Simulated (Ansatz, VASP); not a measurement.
# Two plane-wave programs on Cs

INCAR

```
ALGO = Fast ; EDIFF = 1E-6
ENCUT = 520 ; GGA = PS
ISIF = 2 ; ISMEAR = 0
LASPH = True ; LCHARG = False
LREAL = False ; LWAVE = False
NBANDS = 10 ; NELM = 100
PREC = Accurate ; SIGMA = 0.15
```

KPOINTS

```
k-points
0
Gamma
  12 12 12
```

POSCAR

```
Cs
1.0
   -3.0225000000      3.0225000000      3.1736250000
    3.0225000000     -3.0225000000      3.1736250000
    3.0225000000      3.0225000000     -3.1736250000
Cs
1
Direct
    0.0000000000      0.0000000000      0.0000000000
```

Input for Ansatz:

```yaml
crystal:
  lattice:
    - [-3.0225, 3.0225, 3.173625]
    - [3.0225, -3.0225, 3.173625]
    - [3.0225, 3.0225, -3.173625]
  atoms:
    - { symbol: Cs, position: [0.0, 0.0, 0.0] }
basis:
  ecutwfc: 420
kpoints:
  mp_grid: { grid: [12, 12, 12] }
hamiltonian:
  xc: pbesol
scf:
  occupations: { method: gaussian, width: 0.15 }
output:
  forces: true
  stress: true
  eigenvalues: true
```

Change from the starting cell: strain +0.000 along x and y, +0.050 along z, atoms carried along.

Alike in both runs: task single point; functional PBEsol; k mesh 12 × 12 × 12; occupations gaussian, width 0.15 eV; no spin polarisation.

|  | VASP | Ansatz |
| --- | --- | --- |
| version | VASP 6.6.1 | Ansatz 0.2.0 |
| potentials or method | VASP PAW PBE potentials, release 64 (Cs_sv), cutoff 520 eV | scalar-relativistic, plane waves, PAW |
| valence electrons in the cell | 9 | 9 |

|  | VASP | Ansatz | Ansatz less VASP |
| --- | --- | --- | --- |
| gap on the k mesh at the Fermi level (eV) | none | none | - |
| pressure (GPa) | -0.1 | -0.1 | +0.01 |

VASP's potentials were made for PBE, not for PBEsol. A gap of «none» marks a metal or a gap that the smearing closes.

Spin-orbit coupling is off throughout.
